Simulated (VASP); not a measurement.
NiO, 2 atoms in the cell. The structure is cubic, space group Fm-3m (No. 225). The conventional cell has a = 4.265 Å, b = 4.265 Å, c = 4.265 Å, α = 90.00°, β = 90.00°, γ = 90.00°. Within 2.8 Å of Ni (site symmetry m-3m) lie 6 O at 2.13 Å. Within 2.8 Å of O (site symmetry m-3m) lie 6 Ni at 2.13 Å.  This cell differs from its parent crystal: volume scaled by 1.06.

```yaml
Program: VASP 6.6.1
Task: single point
Functional: PBE
Potentials_or_basis: VASP PAW PBE potentials, release 64 (Ni, O)
Cutoff: 520 eV
k_mesh: 11 × 11 × 11
Occupations: fermi-dirac, width 0.05 eV
Spin: collinear spin, ferromagnetic start
Starting_moments: "[2.0, 0.0] μB"
Dipole_correction: no
Further_INCAR_settings: ALGO = Normal; EDIFF = 1e-06; NBANDS = 19
```

Potentials or basis: VASP PAW PBE potentials, release 64 (Ni, O).

Launch:

```bash
$ cat potpaw_PBE.64/Ni/POTCAR potpaw_PBE.64/O/POTCAR > POTCAR
$ mpirun -np 1 vasp_std > vasp.out
```

Hardware: 1 thread of Intel(R) Xeon(R) Platinum 8559C (Emerald Rapids) (shared host).

Problem. Estimate the wall time of this run.

Solution. It took 30 s on 1 thread of Intel(R) Xeon(R) Platinum 8559C (Emerald Rapids), with other jobs on the host, peak memory 0.16 GiB. Counts: scf iterations 16, k points 56.
